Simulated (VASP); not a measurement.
# InSb (Pmmn) in VASP: single point with r2SCAN

Aim: the single point of InSb with r2SCAN.

Program: VASP 6.6.1. These are calculated values, not measurements. Logs are shortened: lines on timing, memory, paths and dates and some standing lists are left out, and cuts for length are marked.

## (1) The cell of the first run

The structure is orthorhombic, space group Pmmn (No. 59). Conventional cell: a = 5.949 Å, b = 5.962 Å, c = 3.153 Å, α = 90.00°, β = 90.00°, γ = 90.00°. In (site symmetry mm2) has 8 Sb at 3.05 to 3.89 Å and 2 In at 3.15 Å within 4.0 Å. Sb (site symmetry mm2) has 8 In at 3.05 to 3.89 Å and 2 Sb at 3.15 Å within 4.0 Å.

## (2) Single point, r2SCAN

Contents of POSCAR:

```
InSb
1.0
    5.9492667680      0.0000000000      0.0000000000
    0.0000000000      5.9620335759      0.0000000000
    0.0000000000      0.0000000000      3.1527280272
In Sb
2 2
Direct
    0.0000000000      0.0000000000      0.0076115234
    0.5000000000      0.5000000000      0.9923884766
    0.0000000000      0.5000000000      0.2170398262
    0.5000000000      0.0000000000      0.7829601738
```

Contents of INCAR.step1:

```
SYSTEM = InSb
ALGO = Normal ; EDIFF = 1E-4
ENCUT = 520 ; GGA = PE
ISMEAR = 0 ; LASPH = .True.
LCHARG = .False. ; LREAL = .False.
LWAVE = .True. ; NBANDS = 26
NELM = 60 ; PREC = Accurate
SIGMA = 0.1
```

Contents of INCAR.step2:

```
SYSTEM = InSb
ALGO = Normal ; EDIFF = 1E-6
ENCUT = 520 ; ISIF = 2
ISMEAR = 0 ; ISTART = 1
LASPH = .True. ; LCHARG = .False.
LMIXTAU = .True. ; LREAL = .False.
LWAVE = .False. ; METAGGA = R2SCAN
NBANDS = 26 ; NELM = 60
PREC = Accurate ; SIGMA = 0.1
```

Contents of KPOINTS:

```
k-points
0
Gamma
  8 8 14
  0 0 0
```

Potentials or basis: VASP PAW PBE potentials, release 64 (In_d, Sb).

On the command line:

```bash
$ cat potpaw_PBE.64/In_d/POTCAR potpaw_PBE.64/Sb/POTCAR > POTCAR
$ cp INCAR.step1 INCAR
$ mpirun -np 1 vasp_std > vasp.out
$ cp INCAR.step2 INCAR
$ mpirun -np 1 vasp_std > vasp.out
```

OUTCAR:

```text
SYSTEM = InSb
   EDIFF = 1E-6
   ENCUT = 520
   ISIF = 2
   ISMEAR = 0
   ISTART = 1
   LASPH = .True.
   LREAL = .False.
   METAGGA = R2SCAN
   NELM = 60
   PREC = Accurate

 ion  position               nearest neighbor table
   1  0.000  0.000  0.008-   3 3.05   3 3.05   4 3.06   4 3.06   4 3.85   4 3.85   3 3.89   3 3.89

   2  0.500  0.500  0.992-   4 3.05   4 3.05   3 3.06   3 3.06   3 3.85   3 3.85   4 3.89   4 3.89

   3  0.000  0.500  0.217-   1 3.05   1 3.05   2 3.06   2 3.06   2 3.85   2 3.85   1 3.89   1 3.89

   4  0.500  0.000  0.783-   2 3.05   2 3.05   1 3.06   1 3.06   1 3.85   1 3.85   2 3.89   2 3.89

  LATTYP: Found a simple orthorhombic cell.
 ALAT       =     3.1527280272
 B/A-ratio  =     1.8870218797
 C/A-ratio  =     1.8910713276

  Lattice vectors:

 A1 = (   0.0000000000,   0.0000000000,   3.1527280272)
 A2 = (   5.9492667680,   0.0000000000,   0.0000000000)
 A3 = (   0.0000000000,   5.9620335759,   0.0000000000)

Analysis of symmetry for initial positions (statically):
=====================================================================
 Subroutine PRICEL returns:
 Original cell was already a primitive cell.

 Routine SETGRP: Setting up the symmetry group for a
 simple orthorhombic supercell.

 Subroutine GETGRP returns: Found  8 space group operations
 (whereof  4 operations were pure point group operations)
 out of a pool of  8 trial point group operations.

The static configuration has the point symmetry C_2v.
 The point group associated with its full space group is D_2h.

Analysis of symmetry for dynamics (positions and initial velocities):
=====================================================================
 Subroutine PRICEL returns:
 Original cell was already a primitive cell.

 Routine SETGRP: Setting up the symmetry group for a
 simple orthorhombic supercell.

 Subroutine GETGRP returns: Found  8 space group operations
 (whereof  4 operations were pure point group operations)
 out of a pool of  8 trial point group operations.

The dynamic configuration has the point symmetry C_2v.
 The point group associated with its full space group is D_2h.

 Subroutine INISYM returns: Found  8 space group operations
 (whereof  4 operations are pure point group operations),
 and found     1 'primitive' translations

----------------------------------------------------------------------------------------

                                     Primitive cell

  volume of cell :     111.8264

  direct lattice vectors                    reciprocal lattice vectors
     5.949266768  0.000000000  0.000000000     0.168087941  0.000000000  0.000000000
     0.000000000  5.962033576  0.000000000     0.000000000  0.167728005  0.000000000
     0.000000000  0.000000000  3.152728027     0.000000000  0.000000000  0.317185622

  length of vectors
     5.949266768  5.962033576  3.152728027     0.168087941  0.167728005  0.317185622

  position of ions in fractional coordinates (direct lattice)
     0.000000000  0.000000000  0.007611523
     0.500000000  0.500000000  0.992388477
     0.000000000  0.500000000  0.217039826
     0.500000000  0.000000000  0.782960174

  ion indices of the primitive-cell ions
   primitive index   ion index
                 1           1
                 2           2
                 3           3
                 4           4

----------------------------------------------------------------------------------------

 KPOINTS: k-points

Automatic generation of k-mesh.
 Grid dimensions read from file:
 generate k-points for:    8    8   14

 Generating k-lattice:

  Cartesian coordinates                     Fractional coordinates (reciprocal lattice)
     0.021010993  0.000000000  0.000000000     0.125000000  0.000000000  0.000000000
     0.000000000  0.020966001  0.000000000     0.000000000  0.125000000  0.000000000
     0.000000000  0.000000000  0.022656116     0.000000000  0.000000000  0.071428571

  Length of vectors
     0.021010993  0.020966001  0.022656116

  Shift w.r.t. Gamma in fractional coordinates (k-lattice)
     0.000000000  0.000000000  0.000000000

 Subroutine IBZKPT returns following result:
 ===========================================

 Found    200 irreducible k-points:

 Following reciprocal coordinates:
            Coordinates               Weight
  0.000000  0.000000  0.000000      1.000000
  0.125000  0.000000  0.000000      2.000000
  0.250000  0.000000  0.000000      2.000000
  0.375000  0.000000  0.000000      2.000000
  0.500000  0.000000  0.000000      1.000000
  0.000000  0.125000  0.000000      2.000000
[... 16 lines left out ...]
  0.250000  0.500000  0.000000      2.000000
  0.375000  0.500000  0.000000      2.000000
 [... further k-points ...]
   k-points           NKPTS =    200   k-points in BZ     NKDIM =    200   number of bands    NBANDS=     26
   number of dos      NEDOS =    301   number of ions     NIONS =      4
   total plane-waves  NPLWV =  55296
   dimension x,y,z NGX =    48 NGY =   48 NGZ =   24
   dimension x,y,z NGXF=    96 NGYF=   96 NGZF=   48
   ions per type =               2   2
   NGX,Y,Z   is equivalent  to a cutoff of  13.41, 13.38, 12.66 a.u.
   NGXF,Y,Z  is equivalent  to a cutoff of  26.83, 26.77, 25.31 a.u.
 SYSTEM =  InSb
   PREC   = accura    normal or accurate (medium, high low for compatibility)
   ISTART =      1    job   : 0-new  1-cont  2-samecut
   ICHARG =      0    charge: 1-file 2-atom 10-const
   ISPIN  =      1    spin polarized calculation?
   LNONCOLLINEAR =      F non collinear calculations
   LSORBIT =      F    spin-orbit coupling
   LASPH  =      T    aspherical Exc in radial PAW
   ENCUT  =  520.0 eV  38.22 Ry    6.18 a.u.  11.06 11.09  5.86*2*pi/ulx,y,z
   NELM   =     60;   NELMIN=  2; NELMDL=  0     # of ELM steps
   EDIFF  = 0.1E-05   stopping-criterion for ELM
   LREAL  =      F    real-space projection
   EDIFFG = 0.1E-04   stopping-criterion for IOM
   NSW    =      0    number of steps for IOM
   IBRION =     -1    ionic relax: 0-MD 1-quasi-New 2-CG
   NFREE  =      0    steps in history (QN), initial steepest desc. (CG)
   ISIF   =      2    stress and relaxation
   ISYM   =      2    0-nonsym 1-usesym 2-fastsym
   POTIM  = 0.5000    time-step for ionic-motion
   TEBEG  =    0.0;   TEEND  =   0.0 temperature during run
   PSTRESS=    0.0 pullay stress
   NELECT =      36.0000    total number of electrons
   NUPDOWN=      -1.0000    fix difference up-down
   EMIN   =  10.00;   EMAX   =-10.00  energy-range for DOS
   EFERMI =   0.00;   METHOD = LEGACY
   ISMEAR =     0;   SIGMA  =   0.10  broadening in eV -4-tet -1-fermi 0-gaus
   EFERMI_NEDOS =   21; number of points for ismear=-14 and -15
   IALGO  =     38    algorithm
   IMIX   =      4    mixing-type and parameters
     AMIX     =   0.40;   BMIX     =  1.00
     AMIX_MAG =   1.60;   BMIX_MAG =  1.00
  volume/ion in A,a.u.               =      27.96       188.66
  Fermi-wavevector in a.u.,A,eV,Ry     =   1.122003  2.120279 17.128263  1.258892
  Thomas-Fermi vector in A             =   2.258661
   LORBIT       =      0    0 simple, 1 ext, 2 COOP (PROOUT), +10 PAW based schemes
   METAGGA = R2SCAN    functional components
   LHFCALC =     F    Hartree Fock is set to
   AEXX    =    0.0000 exact exchange contribution
   IVDW    =     0    specifies the selected vdW correction
   LEPSILON=     F    determine dielectric tensor
   LRPA    =     F    only Hartree local field effects (RPA)
 non-spin polarized calculation
 Gauss-broadening in eV      SIGMA  =   0.10
  energy-cutoff  :      520.00
  volume of cell :      111.83
 maximum number of plane-waves:      3064
 NGX is ok and might be reduce to    48
   NGX = 23   NGY = 23   NGZ = 11

 number of electron      36.0000008 magnetization

 Free energy of the ion-electron system (eV)
  ---------------------------------------------------
  ext. energy  EPLUGINS =         0.00000000
  ---------------------------------------------------
  free energy    TOTEN  =       -96.65563182 eV

  energy without entropy =      -96.64788376  energy(sigma->0) =      -96.65175779

 E-fermi :   7.1880     XC(G=0): -10.5040

 val. band max:        7.1721958523   @ k =   0.1250   0.3750   0.2143
 cond. band min:       7.1911700837   @ k =   0.3750   0.1250   0.2143
 fundamental gap:      0.0189742314
 Fermi energy:         7.1880325460

 k-point     1 :       0.0000    0.0000    0.0000
  band No.  band energies     occupation
      1      -8.2662      2.00000
      2      -8.2288      2.00000
      3      -8.1254      2.00000
      4      -7.9642      2.00000
      5      -7.9624      2.00000
      6      -7.8853      2.00000
[... 18 lines left out ...]
     25      16.2201      0.00000
     26      16.3614      0.00000

 k-point     2 :       0.1250    0.0000    0.0000
  band No.  band energies     occupation
      1      -8.2642      2.00000
      2      -8.2297      2.00000
      3      -8.1172      2.00000
      4      -7.9677      2.00000
      5      -7.9598      2.00000
      6      -7.8886      2.00000
[... 18 lines left out ...]
     25      15.6564      0.00000
     26      16.0774      0.00000

 k-point     3 :       0.2500    0.0000    0.0000
  band No.  band energies     occupation
      1      -8.2587      2.00000
      2      -8.2325      2.00000
      3      -8.0945      2.00000
      4      -7.9791      2.00000
      5      -7.9524      2.00000
      6      -7.8979      2.00000
[... 18 lines left out ...]
     25      14.6165      0.00000
     26      15.4243      0.00000

 k-point     4 :       0.3750    0.0000    0.0000
  band No.  band energies     occupation
      1      -8.2514      2.00000
      2      -8.2374      2.00000
      3      -8.0626      2.00000
      4      -7.9996      2.00000
      5      -7.9408      2.00000
      6      -7.9114      2.00000
[... 18 lines left out ...]
     25      14.6571      0.00000
     26      14.6730      0.00000
[... 496 lines left out ...]
      1      -8.2433      2.00000
      2      -8.2433      2.00000
      3      -8.0259      2.00000
      4      -8.0259      2.00000
      5      -7.9268      2.00000
      6      -7.9268      2.00000
[... 18 lines left out ...]
     25      14.8202      0.00000
     26      14.8202      0.00000

 k-point    23 :       0.2500    0.5000    0.0000
  band No.  band energies     occupation
      1      -8.2425      2.00000
      2      -8.2425      2.00000
      3      -8.0185      2.00000
      4      -8.0185      2.00000
      5      -7.9274      2.00000
      6      -7.9274      2.00000
[... 18 lines left out ...]
     25      15.1720      0.00000
     26      15.1720      0.00000

 k-point    24 :       0.3750    0.5000    0.0000
  band No.  band energies     occupation
      1      -8.2416      2.00000
      2      -8.2416      2.00000
      3      -8.0110      2.00000
      4      -8.0110      2.00000
      5      -7.9280      2.00000
      6      -7.9280      2.00000
[... 18 lines left out ...]
     25      15.5408      0.00000
     26      15.5408      0.00000

 [... further k-points ...]

------------------------ aborting loop because EDIFF is reached ----------------------------------------

  FORCE on cell =-STRESS in cart. coord.  units (eV):
  Direction    XX          YY          ZZ          XY          YZ          ZX
  --------------------------------------------------------------------------------------
  -------------------------------------------------------------------------------------
  Total       -0.0347687     -0.0149197     -0.0638211      0.0000000      0.0000000      0.0000000
  in kB       -0.4981435     -0.2137597     -0.9143882      0.0000000      0.0000000      0.0000000
  external PRESSURE =      -0.5420971 kB  Pullay stress =       0.0000000 kB

 VOLUME and BASIS-vectors are now :
 -----------------------------------------------------------------------------
  energy-cutoff  :      520.00
  volume of cell :      111.83
      direct lattice vectors                 reciprocal lattice vectors
     5.949266768  0.000000000  0.000000000     0.168087941  0.000000000  0.000000000
     0.000000000  5.962033576  0.000000000     0.000000000  0.167728005  0.000000000
     0.000000000  0.000000000  3.152728027     0.000000000  0.000000000  0.317185622

 POSITION                                       TOTAL-FORCE (eV/Angst)
 -----------------------------------------------------------------------------------
      0.00000      0.00000      0.02400         0.000000      0.000000     -0.003691
      2.97463      2.98102      3.12873         0.000000      0.000000      0.003691
      0.00000      2.98102      0.68427         0.000000      0.000000     -0.001045
      2.97463      0.00000      2.46846         0.000000      0.000000      0.001045
 -----------------------------------------------------------------------------------
    total drift:                                0.000000     -0.000000     -0.000000

  FREE ENERGIE OF THE ION-ELECTRON SYSTEM (eV)
  ---------------------------------------------------
  free  energy   TOTEN  =       -96.6556318196 eV

  energy  without entropy=      -96.6478837560  energy(sigma->0) =      -96.65175779
```

Wall time 30 min (1 thread of Intel Xeon 8259CL, shared host); peak memory 0.62 GiB.

Results:

```yaml
Free_energy: -96.6556 eV
Pressure: -0.1 GPa
Largest_force: 0.004 eV/Å
Band_gap_on_the_k_mesh: zero (bands 18 and 19 overlap by 3.02 eV)
```

Forces on the atoms (eV/Å):
```
In   0.000  0.000 -0.004
In   0.000  0.000  0.004
Sb   0.000  0.000 -0.001
Sb   0.000  0.000  0.001
```

Caveat: the PAW data sets were made with another functional, which shifts forces and pressure a little; spin-orbit coupling is left out, which moves the levels of the heavy elements.
